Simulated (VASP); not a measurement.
# Br (P6/mmm) in VASP: further runs, part 2 of 2

VASP 6.6.1. The steps go on from the part before.

## (5) Relaxation of shape and atoms at fixed volume, PBE

This run uses another cell than the first one, of 21.41 Å³/atom, 0.600 times its volume.

Contents of INCAR:

```
SYSTEM = Br
PREC     = Accurate       ! precision mode
ENCUT    = 600            ! plane-wave cutoff, eV
EDIFF    = 1E-6           ! SCF threshold, eV
ISMEAR   = -1             ! smearing method
SIGMA    = 0.1            ! smearing width, eV
LREAL    = .FALSE.        ! projectors in reciprocal space
LASPH    = .TRUE.         ! aspherical terms in the spheres
NELM     = 60             ! most SCF steps
ALGO     = Normal         ! electronic algorithm
ISIF     = 4              ! what is computed and relaxed
LWAVE    = .FALSE.        ! write WAVECAR
LCHARG   = .FALSE.        ! write CHGCAR
GGA      = PE             ! functional
IBRION   = 2              ! ionic algorithm
NSW      = 50             ! ionic steps
EDIFFG   = -0.005         ! ionic threshold
```

Contents of KPOINTS:

```
Automatic mesh
0
G
  15 15 14
  0 0 0
```

Contents of POSCAR:

```
Br
1.0
    3.3586202501      0.0000000000      0.0000000000
   -1.6793101250      2.9086504582      0.0000000000
    0.0000000000      0.0000000000      2.1919256600
Br
1
Direct
    0.0000000000      0.0000000000      0.0000000000
```

The run is started by

```console
> cat potpaw_PBE.64/Br/POTCAR > POTCAR
> mpirun -np 1 vasp_std > vasp.out
```

Wall time 3.9 min (1 thread of Intel Xeon Platinum 8488C (Sapphire Rapids), shared host); peak memory 0.17 GiB.

The run converged. Its results:

```yaml
Free_energy: -1.0870 eV
Energy_gained_by_relaxing: 687.8 meV/atom
Ionic_steps: 23
Pressure_after_relaxing: 20.4 GPa
```

Step by step:
```
step  energy change (eV)  largest force (eV/Å)  pressure (GPa)  volume (Å³)
   1              0.0000                0.0000           41.65        21.41
   2             -0.3947                0.0000           19.91        21.41
   3             -0.4041                0.0000           19.07        21.41
   4             -0.4104                0.0000           18.51        21.41
   5             -0.6275                0.0000           17.38        21.41
   6             -0.6448                0.0000           24.11        21.41
   7             -0.6765                0.0000           18.94        21.41
   8             -0.6817                0.0000           21.69        21.41
   9             -0.6874                0.0000           20.13        21.41
  10             -0.6878                0.0000           20.41        21.41
  11             -0.6877                0.0000           20.62        21.41
  12             -0.6877                0.0000           20.61        21.41
  13             -0.6877                0.0000           20.59        21.41
  14             -0.6877                0.0000           20.60        21.41
  15             -0.6877                0.0000           20.59        21.41
  16             -0.6877                0.0000           20.59        21.41
  17             -0.6877                0.0000           20.59        21.41
  18             -0.6877                0.0000           20.59        21.41
  19             -0.6877                0.0000           20.58        21.41
  20             -0.6877                0.0000           20.56        21.41
  21             -0.6878                0.0000           20.55        21.41
  22             -0.6878                0.0000           20.51        21.41
  23             -0.6878                0.0000           20.43        21.41
```

Final structure:
```cif
data_structure
_symmetry_space_group_name_H-M 'P 1'
_symmetry_Int_Tables_number 1
_cell_length_a 3.1642
_cell_length_b 3.1642
_cell_length_c 2.4695
_cell_angle_alpha 90.000
_cell_angle_beta 90.000
_cell_angle_gamma 120.000
_cell_volume 21.41
loop_
_atom_site_label
_atom_site_type_symbol
_atom_site_fract_x
_atom_site_fract_y
_atom_site_fract_z
_atom_site_occupancy
Br1 Br 0.00000 0.00000 0.00000 1
```

Levels at points of the mesh, in eV from the Fermi level:
```
           k point  band 1  band 2  band 3  band 4  band 5  band 6
(0.00, 0.00, 0.00)  -18.03   -1.11   -1.11    3.54    6.15   10.76
(0.00, 0.00, 0.50)  -14.45   -8.43    1.27    1.27   11.85   12.00
```

Caveat: an odd number of electrons without spin polarisation forces a metal; a magnetic or distorted state may lie lower.

## (6) Relaxation of shape and atoms at fixed volume, PBE

This run uses another cell than the first one, of 24.98 Å³/atom, 0.700 times its volume.

Contents of INCAR:

```
SYSTEM = Br
PREC = Accurate
ENCUT = 600
EDIFF = 1E-6
ISMEAR = -1
SIGMA = 0.1
LREAL = .FALSE.
LASPH = .TRUE.
NELM = 80
ALGO = Normal
ISIF = 4
LWAVE = .FALSE.
LCHARG = .FALSE.
GGA = PE
IBRION = 2
NSW = 50
EDIFFG = -0.005
```

KPOINTS is that of step 5.

Contents of POSCAR:

```
Br
1.0
    3.5357088752      0.0000000000      0.0000000000
   -1.7678544376      3.0620137064      0.0000000000
    0.0000000000      0.0000000000      2.3074984466
Br
1
Direct
    0.0000000000      0.0000000000      0.0000000000
```

Potentials or basis: VASP PAW PBE potentials, release 64 (Br).

The run is started by

```console
> cat potpaw_PBE.64/Br/POTCAR > POTCAR
> mpirun -np 1 vasp_std > vasp.out
```

Run time: 2.9 min. Hardware: 1 thread of Intel Xeon Platinum 8488C (Sapphire Rapids), shared host; peak memory 0.17 GiB.

The run converged. Its results:

| Item | Value |
| --- | --- |
| Free energy | -1.3900 eV |
| Energy gained by relaxing | 324.0 meV/atom |
| Ionic steps | 20 |
| Pressure after relaxing | 8.4 GPa |

Step by step:
```csv
step,energy change (eV),largest force (eV/Å),pressure (GPa),volume (Å³)
1,0.0000,0.0000,20.58,24.98
2,-0.0715,0.0000,4.94,24.98
3,-0.3236,0.0000,8.10,24.98
4,-0.3240,0.0000,8.32,24.98
5,-0.3240,0.0000,8.46,24.98
6,-0.3240,0.0000,8.46,24.98
7,-0.3240,0.0000,8.45,24.98
8,-0.3240,0.0000,8.45,24.98
9,-0.3240,0.0000,8.45,24.98
10,-0.3240,0.0000,8.45,24.98
11,-0.3240,0.0000,8.45,24.98
12,-0.3240,0.0000,8.45,24.98
13,-0.3240,0.0000,8.45,24.98
14,-0.3240,0.0000,8.45,24.98
15,-0.3240,0.0000,8.44,24.98
16,-0.3240,0.0000,8.43,24.98
17,-0.3240,0.0000,8.42,24.98
18,-0.3240,0.0000,8.40,24.98
19,-0.3240,0.0000,8.34,24.98
20,-0.3240,0.0000,8.37,24.98
```

Final structure:
```
Br
1.0
     3.37623    0.00000    0.00000
    -1.68812    2.92390    0.00000
     0.00000    0.00000    2.53064
Br
1
Direct
  0.00000 0.00000 0.00000
```

Levels at points of the mesh, in eV from the Fermi level:
```tsv
k point	band 1	band 2	band 3	band 4	band 5	band 6
(0.00, 0.00, 0.00)	-16.83	-1.23	-1.23	3.61	5.87	10.74
(0.00, 0.00, 0.50)	-13.67	-7.21	0.92	0.92	11.09	11.68
```

Caveat: an odd number of electrons without spin polarisation forces a metal; a magnetic or distorted state may lie lower.

## (7) The runs side by side

```csv
task,cell,cutoff (eV),gap on the mesh (eV),pressure (GPa)
single point,"a = 3.982, b = 3.982, c = 2.599 Å, angles 90.0, 90.0, 120.0°, 1 atom",520,none,0.0
relaxation of shape and atoms at fixed volume,"relaxed from a = 2.934, b = 2.934, c = 1.915 Å, angles 90.0, 90.0, 120.0°, 1 atom",600,none,112.8
relaxation of shape and atoms at fixed volume,"relaxed from a = 3.161, b = 3.161, c = 2.063 Å, angles 90.0, 90.0, 120.0°, 1 atom",600,none,46.9
relaxation of shape and atoms at fixed volume,"relaxed from a = 3.359, b = 3.359, c = 2.192 Å, angles 90.0, 90.0, 120.0°, 1 atom",600,none,20.4
relaxation of shape and atoms at fixed volume,"relaxed from a = 3.536, b = 3.536, c = 2.307 Å, angles 90.0, 90.0, 120.0°, 1 atom",600,none,8.4
```

Alike in all rows: level PBE; potentials or basis VASP PAW PBE potentials, release 64 (Br); no spin polarisation; k mesh 15 × 15 × 14; smearing fermi-dirac 0.1 eV.

Caveats: an odd number of electrons without spin polarisation forces a metal; a magnetic or distorted state may lie lower.

Total energies depend on the potentials used, so only differences within one code and one set of settings carry meaning.
